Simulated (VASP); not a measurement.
# LiSc (Pm-3m) in VASP: a series of runs

The runs below take LiSc through single point, relaxation of cell and atoms, with LDA.

Program: VASP 6.6.1. These are calculated values, not measurements. Logs are shortened: lines on timing, memory, paths and dates and some standing lists are left out, and cuts for length are marked.

## 1. The cell of the first run

It takes space group Pm-3m (No. 221, cubic). Conventional cell: a = 3.395 Å, b = 3.395 Å, c = 3.395 Å, α = 90.00°, β = 90.00°, γ = 90.00°. Sc (site symmetry m-3m) has 8 Li at 2.94 Å and 6 Sc at 3.39 Å within 3.9 Å. Within 3.9 Å of Li (site symmetry m-3m) lie 8 Sc at 2.94 Å and 6 Li at 3.39 Å.

## 2. Single point, LDA

INCAR

```
SYSTEM = LiSc
PREC = Accurate
ENCUT = 520
EDIFF = 1E-7
ISMEAR = -1
SIGMA = 0.05
LREAL = .FALSE.
LASPH = .TRUE.
NELM = 100
ALGO = Normal
ISIF = 2
LWAVE = .FALSE.
LCHARG = .FALSE.
NBANDS = 14
```

KPOINTS

```
Automatic mesh
0
G
  6 6 6
  0 0 0
```

POSCAR

```
LiSc
1.0
    3.3949198930      0.0000000000      0.0000000000
    0.0000000000      3.3949198930      0.0000000000
    0.0000000000      0.0000000000      3.3949198930
Sc Li
1 1
Direct
    0.0000000000      0.0000000000      0.0000000000
    0.5000000000      0.5000000000      0.5000000000
```

Potentials or basis: VASP PAW LDA potentials, release 64 (Sc_sv, Li_sv).

Started as:

```bash
$ cat potpaw_LDA.64/Sc_sv/POTCAR potpaw_LDA.64/Li_sv/POTCAR > POTCAR
$ mpirun -np 1 vasp_std > vasp.out
```

OUTCAR:

```text
SYSTEM = LiSc
   PREC = Accurate
   ENCUT = 520
   EDIFF = 1E-7
   ISMEAR = -1
   LREAL = .FALSE.
   LASPH = .TRUE.
   NELM = 100
   ISIF = 2

 ion  position               nearest neighbor table
   1  0.000  0.000  0.000-   2 2.94   2 2.94   2 2.94   2 2.94   2 2.94   2 2.94   2 2.94   2 2.94

   2  0.500  0.500  0.500-   1 2.94   1 2.94   1 2.94   1 2.94   1 2.94   1 2.94   1 2.94   1 2.94

  LATTYP: Found a simple cubic cell.
 ALAT       =     3.3949198930

  Lattice vectors:

 A1 = (   3.3949198930,   0.0000000000,   0.0000000000)
 A2 = (   0.0000000000,   3.3949198930,   0.0000000000)
 A3 = (   0.0000000000,   0.0000000000,   3.3949198930)

Analysis of symmetry for initial positions (statically):
=====================================================================
 Subroutine PRICEL returns:
 Original cell was already a primitive cell.

 Routine SETGRP: Setting up the symmetry group for a
 simple cubic supercell.

 Subroutine GETGRP returns: Found 48 space group operations
 (whereof 48 operations were pure point group operations)
 out of a pool of 48 trial point group operations.

The static configuration has the point symmetry O_h .

Analysis of symmetry for dynamics (positions and initial velocities):
=====================================================================
 Subroutine PRICEL returns:
 Original cell was already a primitive cell.

 Routine SETGRP: Setting up the symmetry group for a
 simple cubic supercell.

 Subroutine GETGRP returns: Found 48 space group operations
 (whereof 48 operations were pure point group operations)
 out of a pool of 48 trial point group operations.

The dynamic configuration has the point symmetry O_h .

 Subroutine INISYM returns: Found 48 space group operations
 (whereof 48 operations are pure point group operations),
 and found     1 'primitive' translations

----------------------------------------------------------------------------------------

                                     Primitive cell

  volume of cell :      39.1281

  direct lattice vectors                    reciprocal lattice vectors
     3.394919893  0.000000000  0.000000000     0.294557760  0.000000000  0.000000000
     0.000000000  3.394919893  0.000000000     0.000000000  0.294557760  0.000000000
     0.000000000  0.000000000  3.394919893     0.000000000  0.000000000  0.294557760

  length of vectors
     3.394919893  3.394919893  3.394919893     0.294557760  0.294557760  0.294557760

  position of ions in fractional coordinates (direct lattice)
     0.000000000  0.000000000  0.000000000
     0.500000000  0.500000000  0.500000000

  ion indices of the primitive-cell ions
   primitive index   ion index
                 1           1
                 2           2

----------------------------------------------------------------------------------------

 KPOINTS: Automatic mesh

Automatic generation of k-mesh.
 Grid dimensions read from file:
 generate k-points for:    6    6    6

 Generating k-lattice:

  Cartesian coordinates                     Fractional coordinates (reciprocal lattice)
     0.049092960  0.000000000  0.000000000     0.166666667  0.000000000  0.000000000
     0.000000000  0.049092960  0.000000000     0.000000000  0.166666667  0.000000000
     0.000000000  0.000000000  0.049092960     0.000000000  0.000000000  0.166666667

  Length of vectors
     0.049092960  0.049092960  0.049092960

  Shift w.r.t. Gamma in fractional coordinates (k-lattice)
     0.000000000  0.000000000  0.000000000

 Subroutine IBZKPT returns following result:
 ===========================================

 Found     20 irreducible k-points:

 Following reciprocal coordinates:
            Coordinates               Weight
  0.000000  0.000000  0.000000      1.000000
  0.166667  0.000000  0.000000      6.000000
  0.333333  0.000000  0.000000      6.000000
  0.500000  0.000000  0.000000      3.000000
  0.166667  0.166667  0.000000     12.000000
  0.333333  0.166667  0.000000     24.000000
[... 12 lines left out ...]
  0.500000  0.500000  0.333333      6.000000
  0.500000  0.500000  0.500000      1.000000
   k-points           NKPTS =     20   k-points in BZ     NKDIM =     20   number of bands    NBANDS=     14
   number of dos      NEDOS =    301   number of ions     NIONS =      2
   total plane-waves  NPLWV =  21952
   dimension x,y,z NGX =    28 NGY =   28 NGZ =   28
   dimension x,y,z NGXF=    56 NGYF=   56 NGZF=   56
   ions per type =               1   1
   NGX,Y,Z   is equivalent  to a cutoff of  13.71, 13.71, 13.71 a.u.
   NGXF,Y,Z  is equivalent  to a cutoff of  27.42, 27.42, 27.42 a.u.
 SYSTEM =  LiSc
   PREC   = accura    normal or accurate (medium, high low for compatibility)
   ISTART =      0    job   : 0-new  1-cont  2-samecut
   ICHARG =      2    charge: 1-file 2-atom 10-const
   ISPIN  =      1    spin polarized calculation?
   LNONCOLLINEAR =      F non collinear calculations
   LSORBIT =      F    spin-orbit coupling
   LASPH  =      T    aspherical Exc in radial PAW
   ENCUT  =  520.0 eV  38.22 Ry    6.18 a.u.   6.31  6.31  6.31*2*pi/ulx,y,z
   NELM   =    100;   NELMIN=  2; NELMDL= -5     # of ELM steps
   EDIFF  = 0.1E-06   stopping-criterion for ELM
   LREAL  =      F    real-space projection
   EDIFFG = 0.1E-05   stopping-criterion for IOM
   NSW    =      0    number of steps for IOM
   IBRION =     -1    ionic relax: 0-MD 1-quasi-New 2-CG
   NFREE  =      0    steps in history (QN), initial steepest desc. (CG)
   ISIF   =      2    stress and relaxation
   ISYM   =      2    0-nonsym 1-usesym 2-fastsym
   POTIM  = 0.5000    time-step for ionic-motion
   TEBEG  =    0.0;   TEEND  =   0.0 temperature during run
   PSTRESS=    0.0 pullay stress
   NELECT =      14.0000    total number of electrons
   NUPDOWN=      -1.0000    fix difference up-down
   EMIN   =  10.00;   EMAX   =-10.00  energy-range for DOS
   EFERMI =   0.00;   METHOD = LEGACY
   ISMEAR =    -1;   SIGMA  =   0.05  broadening in eV -4-tet -1-fermi 0-gaus
   EFERMI_NEDOS =   21; number of points for ismear=-14 and -15
   IALGO  =     38    algorithm
   IMIX   =      4    mixing-type and parameters
     AMIX     =   0.40;   BMIX     =  1.00
     AMIX_MAG =   1.60;   BMIX_MAG =  1.00
  volume/ion in A,a.u.               =      19.56       132.02
  Fermi-wavevector in a.u.,A,eV,Ry     =   1.162219  2.196275 18.378111  1.350753
  Thomas-Fermi vector in A             =   2.298783
   LORBIT       =      0    0 simple, 1 ext, 2 COOP (PROOUT), +10 PAW based schemes
   GGA     = CA    functional components
   LHFCALC =     F    Hartree Fock is set to
   AEXX    =    0.0000 exact exchange contribution
   IVDW    =     0    specifies the selected vdW correction
   LEPSILON=     F    determine dielectric tensor
   LRPA    =     F    only Hartree local field effects (RPA)
 non-spin polarized calculation
  energy-cutoff  :      520.00
  volume of cell :       39.13
 maximum number of plane-waves:      1068
 NGX is ok and might be reduce to    28
   NGX = 13   NGY = 13   NGZ = 13

 number of electron      13.9999992 magnetization

 Free energy of the ion-electron system (eV)
  ---------------------------------------------------
  ext. energy  EPLUGINS =         0.00000000
  ---------------------------------------------------
  free energy    TOTEN  =        -8.29928730 eV

  energy without entropy =       -8.27473413  energy(sigma->0) =       -8.28701072

 E-fermi :   2.7342     XC(G=0):  -9.3982

 val. band max:        2.7023714614   @ k =   0.0000   0.0000   0.0000
 cond. band min:       2.7533269589   @ k =   0.5000   0.5000   0.0000
 fundamental gap:      0.0509554975
 Fermi energy:         2.7341634515

 k-point     1 :       0.0000    0.0000    0.0000
  band No.  band energies     occupation
      1     -46.3969      2.00000
      2     -41.4617      2.00000
      3     -25.2883      2.00000
      4     -25.2883      2.00000
      5     -25.2883      2.00000
      6      -1.8452      2.00000
      7       2.7024      1.30762
      8       2.7024      1.30762
      9       5.4836      0.00000
     10       5.4836      0.00000
     11       5.4836      0.00000
     12       9.0270      0.00000
     13       9.0270      0.00000
     14       9.0270      0.00000

 k-point     2 :       0.1667    0.0000    0.0000
  band No.  band energies     occupation
      1     -46.3935      2.00000
      2     -41.4614      2.00000
      3     -25.3261      2.00000
      4     -25.2850      2.00000
      5     -25.2850      2.00000
      6      -1.5027      2.00000
      7       2.6999      1.33000
      8       2.8156      0.32780
      9       5.0741      0.00000
     10       5.0741      0.00000
     11       5.5104      0.00000
     12       7.9698      0.00000
     13       9.7743      0.00000
     14       9.7743      0.00000

 k-point     3 :       0.3333    0.0000    0.0000
  band No.  band energies     occupation
      1     -46.3868      2.00000
      2     -41.4607      2.00000
      3     -25.4008      2.00000
      4     -25.2783      2.00000
      5     -25.2783      2.00000
      6      -0.6230      2.00000
      7       2.3820      1.99826
      8       3.0604      0.00293
      9       4.4726      0.00000
     10       4.4726      0.00000
     11       5.5647      0.00000
     12       6.7962      0.00000
     13      11.4403      0.00000
     14      11.4403      0.00000

 k-point     4 :       0.5000    0.0000    0.0000
  band No.  band energies     occupation
      1     -46.3834      2.00000
      2     -41.4602      2.00000
      3     -25.4378      2.00000
      4     -25.2750      2.00000
      5     -25.2750      2.00000
      6       0.0870      2.00000
      7       1.8494      2.00000
      8       3.1938      0.00020
      9       4.2296      0.00000
     10       4.2296      0.00000
     11       5.5922      0.00000
     12       6.5092      0.00000
     13      12.4225      0.00000
     14      13.2415      0.00000

 k-point     5 :       0.1667    0.1667    0.0000
  band No.  band energies     occupation
      1     -46.3902      2.00000
      2     -41.4610      2.00000
      3     -25.3233      2.00000
      4     -25.3218      2.00000
      5     -25.2817      2.00000
      6      -1.1570      2.00000
      7       2.8084      0.36921
      8       2.8537      0.16777
      9       4.6478      0.00000
     10       5.0171      0.00000
     11       5.2689      0.00000
[... 208 lines left out ...]
 k-point    18 :       0.5000    0.3333    0.3333
  band No.  band energies     occupation
      1     -46.3644      2.00000
      2     -41.4565      2.00000
      3     -25.4125      2.00000
      4     -25.3739      2.00000
      5     -25.3716      2.00000
      6       1.8749      2.00000
      7       2.1650      1.99998
      8       2.4060      1.99718
      9       4.7363      0.00000
     10       4.7849      0.00000
     11       6.1561      0.00000
     12       6.7231      0.00000
     13       9.5944      0.00000
     14      10.5311      0.00000

 k-point    19 :       0.5000    0.5000    0.3333
  band No.  band energies     occupation
      1     -46.3613      2.00000
      2     -41.4558      2.00000
      3     -25.4081      2.00000
      4     -25.4081      2.00000
      5     -25.3686      2.00000
      6       1.9090      2.00000
      7       2.1631      1.99998
      8       2.1631      1.99998
      9       4.7984      0.00000
     10       6.2001      0.00000
     11       6.6350      0.00000
     12       6.6350      0.00000
     13       8.1281      0.00000
     14      10.5046      0.00000

 k-point    20 :       0.5000    0.5000    0.5000
  band No.  band energies     occupation
      1     -46.3581      2.00000
      2     -41.4553      2.00000
      3     -25.4036      2.00000
      4     -25.4036      2.00000
      5     -25.4036      2.00000
      6       1.9349      2.00000
      7       1.9349      2.00000
      8       1.9349      2.00000
      9       6.2137      0.00000
     10       6.2137      0.00000
     11       7.4542      0.00000
     12       7.4542      0.00000
     13       7.4542      0.00000
     14      10.4636      0.00000

------------------------ aborting loop because EDIFF is reached ----------------------------------------

  FORCE on cell =-STRESS in cart. coord.  units (eV):
  Direction    XX          YY          ZZ          XY          YZ          ZX
  --------------------------------------------------------------------------------------
  -------------------------------------------------------------------------------------
  Total        0.0005819      0.0005819      0.0005819      0.0000000      0.0000000     -0.0000000
  in kB        0.0238274      0.0238274      0.0238274      0.0000000      0.0000000     -0.0000000
  external PRESSURE =       0.0238274 kB  Pullay stress =       0.0000000 kB

 VOLUME and BASIS-vectors are now :
 -----------------------------------------------------------------------------
  energy-cutoff  :      520.00
  volume of cell :       39.13
      direct lattice vectors                 reciprocal lattice vectors
     3.394919893  0.000000000  0.000000000     0.294557760  0.000000000  0.000000000
     0.000000000  3.394919893  0.000000000     0.000000000  0.294557760  0.000000000
     0.000000000  0.000000000  3.394919893     0.000000000  0.000000000  0.294557760

 POSITION                                       TOTAL-FORCE (eV/Angst)
 -----------------------------------------------------------------------------------
      0.00000      0.00000      0.00000         0.000000      0.000000      0.000000
      1.69746      1.69746      1.69746         0.000000      0.000000      0.000000
 -----------------------------------------------------------------------------------
    total drift:                                0.000000      0.000000      0.000000

  FREE ENERGIE OF THE ION-ELECTRON SYSTEM (eV)
  ---------------------------------------------------
  free  energy   TOTEN  =        -8.2992873003 eV

  energy  without entropy=       -8.2747341329  energy(sigma->0) =       -8.28701072
```

Wall time 10 s (1 thread of Intel Xeon Platinum 8259CL at 2.50GHz (Skylake/Cascade Lake), shared host); peak memory 0.14 GiB.

What came out:

| Item | Value |
| --- | --- |
| Free energy | -8.2993 eV |
| Band gap on the k mesh | zero (band 7 reaches 2.92 eV, above the bottom of band 8 at 1.93 eV) |

Levels at points of the mesh, in eV from the Fermi level:
| k point | band 5 | band 6 | band 7 | band 8 | band 9 | band 10 |
| --- | --- | --- | --- | --- | --- | --- |
| (0.00, 0.00, 0.00) | -28.02 | -4.58 | -0.03 | -0.03 | 2.75 | 2.75 |
| (0.50, 0.00, 0.00) | -28.01 | -2.65 | -0.88 | 0.46 | 1.50 | 1.50 |
| (0.50, 0.50, 0.00) | -28.00 | -0.90 | 0.02 | 0.55 | 0.55 | 1.93 |
| (0.50, 0.50, 0.50) | -28.14 | -0.80 | -0.80 | -0.80 | 3.48 | 3.48 |

Caveat: the cutoff is under 1.25 times the usual one of these potentials, so pressure, stress and relaxed cells hold a basis-set (Pulay) error.

(Part 1 of 2 ends here.)
